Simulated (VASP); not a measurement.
# GaCo (Pm-3m) in VASP: notebook, part 3 of 3

VASP 6.6.1. The steps go on from the part before.

### 6 Single point, PBE, collinear spin, ferromagnetic start (volume scaled by 1.04)

The input, INCAR:

```
PREC = Accurate
ENCUT = 520
EDIFF = 1E-7
ISMEAR = -1
SIGMA = 0.05
LREAL = F
LASPH = T
NELM = 150
ALGO = Normal
ISIF = 2
LWAVE = F
LCHARG = F
ISPIN = 2
MAGMOM = 0 2
LORBIT = 11
LMAXMIX = 4
GGA = PE
NBANDS = 22
```

The input, KPOINTS:

```
Automatic mesh
0
Gamma
  9 9 9
```

The input, POSCAR:

```
GaCo
1.0
    2.9158727642      0.0000000000      0.0000000000
    0.0000000000      2.9158727642      0.0000000000
    0.0000000000      0.0000000000      2.9158727642
Ga Co
1 1
Direct
    0.5000000000      0.5000000000      0.5000000000
    0.0000000000      0.0000000000      0.0000000000
```

Potentials or basis: VASP PAW PBE potentials, release 64 (Ga_d, Co).

Started as:

```console
$ cat potpaw_PBE.64/Ga_d/POTCAR potpaw_PBE.64/Co/POTCAR > POTCAR
$ mpirun -np 1 vasp_std > vasp.out
```

OUTCAR:

```text
PREC = Accurate
   ENCUT = 520
   EDIFF = 1E-7
   ISMEAR = -1
   LREAL = F
   LASPH = T
   NELM = 150
   ISIF = 2
   ISPIN = 2
   LORBIT = 11
   GGA = PE

 ion  position               nearest neighbor table
   1  0.500  0.500  0.500-   2 2.53   2 2.53   2 2.53   2 2.53   2 2.53   2 2.53   2 2.53   2 2.53

   2  0.000  0.000  0.000-   1 2.53   1 2.53   1 2.53   1 2.53   1 2.53   1 2.53   1 2.53   1 2.53

  LATTYP: Found a simple cubic cell.
 ALAT       =     2.9158727642

  Lattice vectors:

 A1 = (   2.9158727642,   0.0000000000,   0.0000000000)
 A2 = (   0.0000000000,   2.9158727642,   0.0000000000)
 A3 = (   0.0000000000,   0.0000000000,   2.9158727642)

Analysis of symmetry for initial positions (statically):
=====================================================================
 Subroutine PRICEL returns:
 Original cell was already a primitive cell.

 Routine SETGRP: Setting up the symmetry group for a
 simple cubic supercell.

 Subroutine GETGRP returns: Found 48 space group operations
 (whereof 48 operations were pure point group operations)
 out of a pool of 48 trial point group operations.

The static configuration has the point symmetry O_h .

Analysis of symmetry for dynamics (positions and initial velocities):
=====================================================================
 Subroutine PRICEL returns:
 Original cell was already a primitive cell.

 Routine SETGRP: Setting up the symmetry group for a
 simple cubic supercell.

 Subroutine GETGRP returns: Found 48 space group operations
 (whereof 48 operations were pure point group operations)
 out of a pool of 48 trial point group operations.

The dynamic configuration has the point symmetry O_h .

Analysis of structural, dynamic, and magnetic symmetry:
=====================================================================
 Subroutine PRICEL returns:
 Original cell was already a primitive cell.

 Routine SETGRP: Setting up the symmetry group for a
 simple cubic supercell.

 Subroutine GETGRP returns: Found 48 space group operations
 (whereof 48 operations were pure point group operations)
 out of a pool of 48 trial point group operations.

The overall configuration has the point symmetry O_h .

 Subroutine INISYM returns: Found 48 space group operations
 (whereof 48 operations are pure point group operations),
 and found     1 'primitive' translations

----------------------------------------------------------------------------------------

                                     Primitive cell

  volume of cell :      24.7917

  direct lattice vectors                    reciprocal lattice vectors
     2.915872764  0.000000000  0.000000000     0.342950492  0.000000000  0.000000000
     0.000000000  2.915872764  0.000000000     0.000000000  0.342950492  0.000000000
     0.000000000  0.000000000  2.915872764     0.000000000  0.000000000  0.342950492

  length of vectors
     2.915872764  2.915872764  2.915872764     0.342950492  0.342950492  0.342950492

  position of ions in fractional coordinates (direct lattice)
     0.500000000  0.500000000  0.500000000
     0.000000000  0.000000000  0.000000000

[... 67 lines left out ...]
   PREC   = accura    normal or accurate (medium, high low for compatibility)
   ISTART =      0    job   : 0-new  1-cont  2-samecut
   ICHARG =      2    charge: 1-file 2-atom 10-const
   ISPIN  =      2    spin polarized calculation?
   LNONCOLLINEAR =      F non collinear calculations
   LSORBIT =      F    spin-orbit coupling
   LASPH  =      T    aspherical Exc in radial PAW
   ENCUT  =  520.0 eV  38.22 Ry    6.18 a.u.   5.42  5.42  5.42*2*pi/ulx,y,z
   NELM   =    150;   NELMIN=  2; NELMDL= -5     # of ELM steps
   EDIFF  = 0.1E-06   stopping-criterion for ELM
   LREAL  =      F    real-space projection
   EDIFFG = 0.1E-05   stopping-criterion for IOM
   NSW    =      0    number of steps for IOM
   IBRION =     -1    ionic relax: 0-MD 1-quasi-New 2-CG
   NFREE  =      0    steps in history (QN), initial steepest desc. (CG)
   ISIF   =      2    stress and relaxation
   ISYM   =      2    0-nonsym 1-usesym 2-fastsym
   POTIM  = 0.5000    time-step for ionic-motion
   TEBEG  =    0.0;   TEEND  =   0.0 temperature during run
   PSTRESS=    0.0 pullay stress
   NELECT =      22.0000    total number of electrons
   NUPDOWN=      -1.0000    fix difference up-down
   EMIN   =  10.00;   EMAX   =-10.00  energy-range for DOS
   EFERMI =   0.00;   METHOD = LEGACY
   ISMEAR =    -1;   SIGMA  =   0.05  broadening in eV -4-tet -1-fermi 0-gaus
   EFERMI_NEDOS =   21; number of points for ismear=-14 and -15
   IALGO  =     38    algorithm
   IMIX   =      4    mixing-type and parameters
     AMIX     =   0.40;   BMIX     =  1.00
     AMIX_MAG =   1.60;   BMIX_MAG =  1.00
  volume/ion in A,a.u.               =      12.40        83.65
  Fermi-wavevector in a.u.,A,eV,Ry     =   1.573188  2.972893 33.673316  2.474919
  Thomas-Fermi vector in A             =   2.674509
   LORBIT       =     11    0 simple, 1 ext, 2 COOP (PROOUT), +10 PAW based schemes
   GGA     = PE    functional components
   LHFCALC =     F    Hartree Fock is set to
   AEXX    =    0.0000 exact exchange contribution
   IVDW    =     0    specifies the selected vdW correction
   LEPSILON=     F    determine dielectric tensor
   LRPA    =     F    only Hartree local field effects (RPA)
 spin polarized calculation
  energy-cutoff  :      520.00
  volume of cell :       24.79
 maximum number of plane-waves:       691
 NGX is ok and might be reduce to    24
   NGX = 11   NGY = 11   NGZ = 11

 number of electron      22.0000008 magnetization       0.0002703

 number of electron      22.0000008 magnetization      -0.0000058

 Free energy of the ion-electron system (eV)
  ---------------------------------------------------
  ext. energy  EPLUGINS =         0.00000000
  ---------------------------------------------------
  free energy    TOTEN  =       -10.46703477 eV

  energy without entropy =      -10.45527532  energy(sigma->0) =      -10.46115505

 E-fermi :   9.2507     XC(G=0): -12.9650

 val. band max:        9.1892200974   @ k =   0.4444   0.4444   0.1111
 cond. band min:       9.2573984931   @ k =   0.4444   0.3333   0.3333
 fundamental gap:      0.0681783957
 Fermi energy:         9.2506761223

 spin component 1

 k-point     1 :       0.0000    0.0000    0.0000
  band No.  band energies     occupation
      1      -5.8389      1.00000
      2      -5.8389      1.00000
      3      -5.5285      1.00000
      4      -5.5285      1.00000
      5      -5.5285      1.00000
      6      -2.4880      1.00000
[... 589 lines left out ...]
     21      32.2459      0.00000
     22      33.9867      0.00000

 [... further k-points ...]

 spin component 2

 k-point     1 :       0.0000    0.0000    0.0000
  band No.  band energies     occupation
      1      -5.8389      1.00000
      2      -5.8389      1.00000
      3      -5.5285      1.00000
      4      -5.5285      1.00000
      5      -5.5285      1.00000
      6      -2.4880      1.00000
[... 589 lines left out ...]
     21      32.2459      0.00000
     22      33.9867      0.00000

 [... further k-points ...]

------------------------ aborting loop because EDIFF is reached ----------------------------------------

  FORCE on cell =-STRESS in cart. coord.  units (eV):
  Direction    XX          YY          ZZ          XY          YZ          ZX
  --------------------------------------------------------------------------------------
  -------------------------------------------------------------------------------------
  Total       -0.8589046     -0.8589046     -0.8589046     -0.0000000     -0.0000000      0.0000000
  in kB      -55.5072589    -55.5072589    -55.5072589     -0.0000000     -0.0000000      0.0000000
  external PRESSURE =     -55.5072589 kB  Pullay stress =       0.0000000 kB

 VOLUME and BASIS-vectors are now :
 -----------------------------------------------------------------------------
  energy-cutoff  :      520.00
  volume of cell :       24.79
      direct lattice vectors                 reciprocal lattice vectors
     2.915872764  0.000000000  0.000000000     0.342950492  0.000000000  0.000000000
     0.000000000  2.915872764  0.000000000     0.000000000  0.342950492  0.000000000
     0.000000000  0.000000000  2.915872764     0.000000000  0.000000000  0.342950492

 POSITION                                       TOTAL-FORCE (eV/Angst)
 -----------------------------------------------------------------------------------
      1.45794      1.45794      1.45794         0.000000      0.000000      0.000000
      0.00000      0.00000      0.00000         0.000000      0.000000      0.000000
 -----------------------------------------------------------------------------------
    total drift:                                0.000000      0.000000     -0.000000

  FREE ENERGIE OF THE ION-ELECTRON SYSTEM (eV)
  ---------------------------------------------------
  free  energy   TOTEN  =       -10.4670347674 eV

  energy  without entropy=      -10.4552753249  energy(sigma->0) =      -10.46115505

 total charge

# of ion       s       p       d       tot
------------------------------------------
    1        0.843   0.847  10.038  11.728
    2        0.374   0.424   7.485   8.282
--------------------------------------------------
tot          1.217   1.271  17.523  20.011

 magnetization (x)

# of ion       s       p       d       tot
------------------------------------------
    1        0.000   0.000   0.000   0.000
    2       -0.000  -0.000   0.000   0.000
--------------------------------------------------
tot         -0.000   0.000   0.000   0.000
```

OSZICAR:

```text
N       E                     dE             d eps       ncg     rms          rms(c)
DAV:   1     0.117111050283E+03    0.11711E+03   -0.96589E+03  3446   0.177E+03
DAV:   2    -0.131088254623E+01   -0.11842E+03   -0.11105E+03  3140   0.316E+02
DAV:   3    -0.110375842536E+02   -0.97267E+01   -0.95670E+01  3428   0.777E+01
[... 17 lines left out ...]
DAV:  21    -0.104670341874E+02    0.38582E-06   -0.29942E-05  3872   0.376E-02    0.153E-03
DAV:  22    -0.104670345955E+02   -0.40811E-06   -0.44531E-06  4046   0.153E-02    0.125E-03
DAV:  23    -0.104670347107E+02   -0.11524E-06   -0.29660E-06  3610   0.117E-02    0.459E-04
DAV:  24    -0.104670347484E+02   -0.37604E-07   -0.13828E-06  3576   0.755E-03    0.225E-04
DAV:  25    -0.104670347674E+02   -0.19079E-07   -0.13918E-07  1938   0.217E-03
   1 F= -.10467035E+02 E0= -.10461155E+02  d E =-.117594E-01  mag=    -0.0000
```

Run time: 34 s. Hardware: 1 thread of Intel Xeon Platinum 8488C (Sapphire Rapids), shared host; peak memory 0.16 GiB.

What came out:

```
Free energy                                           : -10.4670 eV
Pressure                                              : -5.6 GPa
Band gap on the k mesh                                : zero (filled and empty bands overlap)
Net moment                                            : 0.00 μB per cell
Valence electrons inside the program's atomic spheres : Ga 11.73; Co 8.28
```

Caveat: the starting moments collapsed, and a magnetic state may lie lower.
